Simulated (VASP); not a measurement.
# K3TbTe2 (R-3m) in VASP: a series of runs, part 2 of 2

VASP 6.6.1.

## (4) Relaxation of cell and atoms, PBE

File INCAR:

```
SYSTEM = K3TbTe2
PREC = Accurate
ENCUT = 500
EDIFF = 1E-7
ISMEAR = 0
SIGMA = 0.1
LREAL = .FALSE.
LASPH = .TRUE.
NELM = 200
ALGO = Normal
ISIF = 3
LWAVE = .FALSE.
LCHARG = .FALSE.
GGA = PE
IBRION = 2
NSW = 90
EDIFFG = -0.04
GGA_COMPAT = .FALSE.
NELMIN = 4
LMAXMIX = 6
```

File KPOINTS:

```
Automatic mesh
0
G
  3 3 3
  0 0 0
```

File POSCAR:

```
K3TbTe2
1.0
    3.3241340100      1.9191896700      5.5103024500
   -3.3241340100      1.9191896700      5.5103024500
    0.0000000000     -3.8383793400      5.5103024500
K Tb Te
3 1 2
Direct
    0.0000000000      0.5000000000      0.5000000000
    0.5000000000      0.0000000000      0.5000000000
    0.5000000000      0.5000000000      0.0000000000
    0.5000000000      0.5000000000      0.5000000000
    0.8748720300      0.8748720300      0.8748720300
    0.1251279700      0.1251279700      0.1251279700
```

Launch:

```bash
> cat potpaw_PBE.64/K_sv/POTCAR potpaw_PBE.64/Tb_3/POTCAR potpaw_PBE.64/Te/POTCAR > POTCAR
> mpirun -np 1 vasp_std > vasp.out
```

It took 4.9 min on 1 thread of Intel Xeon Platinum 8488C (Sapphire Rapids), shared host; peak memory 0.39 GiB.

The run converged. Its results:

* Free energy: -14.9915 eV
* Relaxed volume: 35.41 Å³/atom
* Relaxed cell: a = 7.314 Å, b = 7.314 Å, c = 7.314 Å, α = 50.17°, β = 50.17°, γ = 50.17°
* Space group after relaxing (to 0.1 Å): R-3m (No. 166)
* Energy gained by relaxing: 88.3 meV/atom
* Ionic steps: 11
* Pressure after relaxing: -0.1 GPa
* Largest force after relaxing: 0.009 eV/Å
* Band gap on the k mesh: 0.23 eV (least direct gap 0.55 eV)

Forces in eV/Å, atoms in the order of the input:
```
K    0.000  0.000  0.000
K    0.000  0.000  0.000
K    0.000  0.000  0.000
Tb   0.000  0.000  0.000
Te   0.000  0.000 -0.009
Te   0.000  0.000  0.009
```

Stress tensor (GPa, compression positive):
```
-0.14  0.00  0.00
 0.00 -0.14  0.00
 0.00  0.00  0.04
```

The path:
```csv
step,energy change (eV),largest force (eV/Å),pressure (GPa),volume (Å³)
1,0.0000,0.4145,0.23,210.92
2,-0.2810,0.2420,-0.03,212.21
3,-0.5033,0.1349,-0.14,213.25
4,-0.5033,0.1231,-0.14,213.25
5,-0.5064,0.1224,-0.03,211.87
6,-0.5093,0.1203,0.21,209.26
7,-0.5118,0.1134,0.18,209.47
8,-0.5184,0.0915,0.12,210.11
9,-0.5273,0.0431,0.01,211.36
10,-0.5259,0.0797,-0.17,213.82
11,-0.5301,0.0089,-0.08,212.45
```

Final structure:
```xyz
6
Lattice="3.1009 1.7903 6.3782 -3.1009 1.7903 6.3782 0.0000 -3.5806 6.3782" Properties=species:S:1:pos:R:3 pbc="T T T"
K    -1.5504   -0.8951    6.3782
K     1.5504   -0.8951    6.3782
K     0.0000    1.7903    6.3782
Tb    0.0000    0.0000    9.5673
Te    0.0000    0.0000   16.8377
Te    0.0000    0.0000    2.2968
```

Levels at points of the mesh, in eV from the valence-band top:
| k point | band 20 | band 21 | band 22 | band 23 | band 24 | band 25 | band 26 | band 27 | band 28 |
| --- | --- | --- | --- | --- | --- | --- | --- | --- | --- |
| (0.00, 0.00, 0.00) | -2.94 | -1.79 | -1.71 | -1.71 | -1.67 | 0.23 | 0.23 | 0.80 | 1.23 |

Caveat: spin-orbit coupling is left out, which moves the levels of the heavy elements; an odd mesh through Γ misses points on the zone boundary, where band edges can lie; the 4f electrons are frozen in the core, so they carry no moment and show no levels.

## (5) Single point, PBE

This run uses another cell than the first one, of the same volume but with other edges.

File INCAR:

```
SYSTEM = K3TbTe2
  PREC = Accurate
  ENCUT = 500
  EDIFF = 1E-6
  ISMEAR = 0
  SIGMA = 0.01
  LREAL = .FALSE.
  LASPH = .TRUE.
  NELM = 200
  ALGO = Normal
  ISIF = 2
  LWAVE = .FALSE.
  LCHARG = .FALSE.
  GGA = PE
  NBANDS = 33
  GGA_COMPAT = .FALSE.
  LMAXMIX = 6
```

File KPOINTS:

```
Automatic mesh
0
G
  6 6 6
  0 0 0
```

File POSCAR:

```
K3TbTe2
1.0
    3.0769351843      1.7764693569      6.4407047723
   -3.0769351843      1.7764693569      6.4407047723
    0.0000000000     -3.5529387138      6.4407047723
K Tb Te
3 1 2
Direct
    0.0000000000      0.5000000000      0.5000000000
    0.5000000000      0.0000000000      0.5000000000
    0.5000000000      0.5000000000      0.0000000000
    0.5000000000      0.5000000000      0.5000000000
    0.8829746761      0.8829746761      0.8829746761
    0.1170253239      0.1170253239      0.1170253239
```

Potentials or basis: VASP PAW PBE potentials, release 64 (K_sv, Tb_3, Te), 4f in core.

Launch:

```bash
> cat potpaw_PBE.64/K_sv/POTCAR potpaw_PBE.64/Tb_3/POTCAR potpaw_PBE.64/Te/POTCAR > POTCAR
> mpirun -np 1 vasp_std > vasp.out
```

OUTCAR:

```text
SYSTEM = K3TbTe2
   PREC = Accurate
   ENCUT = 500
   EDIFF = 1E-6
   ISMEAR = 0
   LREAL = .FALSE.
   LASPH = .TRUE.
   NELM = 200
   ISIF = 2
   GGA = PE

 ion  position               nearest neighbor table
   1  0.000  0.500  0.500-   3 3.08   3 3.08   2 3.08   2 3.08   4 3.68   4 3.68
   2  0.500  0.000  0.500-   3 3.08   3 3.08   1 3.08   1 3.08   4 3.68   4 3.68
   3  0.500  0.500  0.000-   1 3.08   2 3.08   2 3.08   1 3.08   4 3.68   4 3.68
   4  0.500  0.500  0.500-   3 3.68   3 3.68   1 3.68   2 3.68   2 3.68   1 3.68   6 3.68   5 3.68
                             6 3.68   5 3.68   6 3.68   5 3.68
   5  0.883  0.883  0.883-   4 3.68   4 3.68   4 3.68
   6  0.117  0.117  0.117-   4 3.68   4 3.68   4 3.68

  LATTYP: Found a trigonal (rhomboedric) cell.
 ALAT       =     7.3556815774
 COS(alpha) =     0.6500380319

  Lattice vectors:

 A1 = (   3.0769351843,   1.7764693569,   6.4407047723)
 A2 = (  -3.0769351843,   1.7764693569,   6.4407047723)
 A3 = (   0.0000000000,  -3.5529387138,   6.4407047723)

Analysis of symmetry for initial positions (statically):
=====================================================================
[... 185 lines left out ...]
 fundamental gap:      0.1217984739
 Fermi energy:         3.6491410516

 k-point     1 :       0.0000    0.0000    0.0000
  band No.  band energies     occupation
      1     -29.1319      2.00000
      2     -28.8536      2.00000
      3     -28.8536      2.00000
      4     -20.7292      2.00000
      5     -20.7292      2.00000
      6     -20.4358      2.00000
[... 853 lines left out ...]
     32       6.4343      0.00000
     33       6.6039      0.00000

 [... further k-points ...]

------------------------ aborting loop because EDIFF is reached ----------------------------------------

  FORCE on cell =-STRESS in cart. coord.  units (eV):
  Direction    XX          YY          ZZ          XY          YZ          ZX
  --------------------------------------------------------------------------------------
  -------------------------------------------------------------------------------------
  Total        0.0200941      0.0200941      0.0577403      0.0000000      0.0000000      0.0000000
  in kB        0.1524114      0.1524114      0.4379547      0.0000000      0.0000000      0.0000000
  external PRESSURE =       0.2475925 kB  Pullay stress =       0.0000000 kB

 VOLUME and BASIS-vectors are now :
 -----------------------------------------------------------------------------
  energy-cutoff  :      500.00
  volume of cell :      211.23
      direct lattice vectors                 reciprocal lattice vectors
     3.076935184  1.776469357  6.440704772     0.162499361  0.093819050  0.051754171
    -3.076935184  1.776469357  6.440704772    -0.162499361  0.093819050  0.051754171
     0.000000000 -3.552938714  6.440704772     0.000000000 -0.187638099  0.051754171

 POSITION                                       TOTAL-FORCE (eV/Angst)
 -----------------------------------------------------------------------------------
     -1.53847     -0.88823      6.44070         0.000000      0.000000     -0.000000
      1.53847     -0.88823      6.44070        -0.000000      0.000000     -0.000000
      0.00000      1.77647      6.44070         0.000000     -0.000000     -0.000000
      0.00000      0.00000      9.66106         0.000000     -0.000000     -0.000000
      0.00000      0.00000     17.06094         0.000000      0.000000     -0.004794
      0.00000      0.00000      2.26118         0.000000      0.000000      0.004794
 -----------------------------------------------------------------------------------
    total drift:                               -0.000000     -0.000000      0.000000

  FREE ENERGIE OF THE ION-ELECTRON SYSTEM (eV)
  ---------------------------------------------------
  free  energy   TOTEN  =       -14.9866550801 eV

  energy  without entropy=      -14.9865569294  energy(sigma->0) =      -14.98660600
```

stdout:

```text
POSCAR found type information on POSCAR K TbTe
 POSCAR found :  3 types and       6 ions
 scaLAPACK will be used
 LDA part: xc-table for (Slater+PW92), standard interpolation
 POSCAR, INCAR and KPOINTS ok, starting setup
 FFT: planning ... GRIDC
 FFT: planning ... GRID_SOFT
 FFT: planning ... GRID
 WAVECAR not read
 entering main loop
```

It took 3.9 min on 1 thread of Intel Xeon Platinum 8488C (Sapphire Rapids), shared host; peak memory 0.51 GiB.

Results:

- Free energy: -14.9867 eV
- Pressure: 0.0 GPa
- Largest force: 0.005 eV/Å
- Band gap on the k mesh: zero (bands 24 and 25 overlap by 0.09 eV)

Forces on the atoms (eV/Å):
```
K    0.000  0.000  0.000
K    0.000  0.000  0.000
K    0.000  0.000  0.000
Tb   0.000  0.000  0.000
Te   0.000  0.000 -0.005
Te   0.000  0.000  0.005
```

Levels at points of the mesh, in eV from the Fermi level:
```
           k point  band 21  band 22  band 23  band 24  band 25  band 26  band 27  band 28
(0.00, 0.00, 0.00)    -1.90    -1.90    -1.82    -1.77     0.11     0.11     0.63     1.13
(0.50, 0.00, 0.00)    -2.17    -1.89    -1.55    -0.45     0.47     0.64     1.01     1.15
(0.50, 0.50, 0.00)    -2.57    -2.05    -1.39    -0.18     0.59     0.83     0.95     1.18
(0.50, 0.50, 0.50)    -2.12    -1.98    -1.98    -0.25    -0.09     0.71     0.71     1.34
```

Caveat: spin-orbit coupling is left out, which moves the levels of the heavy elements; the 4f electrons are frozen in the core, so they carry no moment and show no levels. Spin polarisation is off, so any magnetic state and its effect on volume and gap are missing.

## (6) Overview

```tsv
task	cell	k mesh	smearing	gap on the mesh (eV)	pressure (GPa)	largest force (eV/Å)
single point	a = 6.715 Å, angles 59.3°, 6 atoms, atomic positions A	3 × 3 × 3	gaussian 0.1 eV	-	0.2	0.41
single point	a = 7.282 Å, angles 50.1°, 6 atoms, atomic positions B	3 × 3 × 3	gaussian 0.1 eV	0.20	0.2	0.04
relaxation of cell and atoms	relaxed from a = 6.715 Å, angles 59.3°, 6 atoms, atomic positions A	3 × 3 × 3	gaussian 0.1 eV	0.23	-0.1	0.01
single point	a = 7.356 Å, angles 49.5°, 6 atoms, atomic positions C	6 × 6 × 6	gaussian 0.01 eV	none	0.0	-
```

Alike in all rows: level PBE; potentials or basis VASP PAW PBE potentials, release 64 (K_sv, Tb_3, Te), 4f in core; no spin polarisation; cutoff (eV) 500.

Caveats: some runs use coarse meshes; spin-orbit coupling is left out, which moves the levels of the heavy elements; the 4f electrons are frozen in the core, so they carry no moment and show no levels; an odd mesh through Γ misses points on the zone boundary, where band edges can lie (at least some runs).

Total energies depend on the potentials used, so only differences within one code and one set of settings carry meaning.
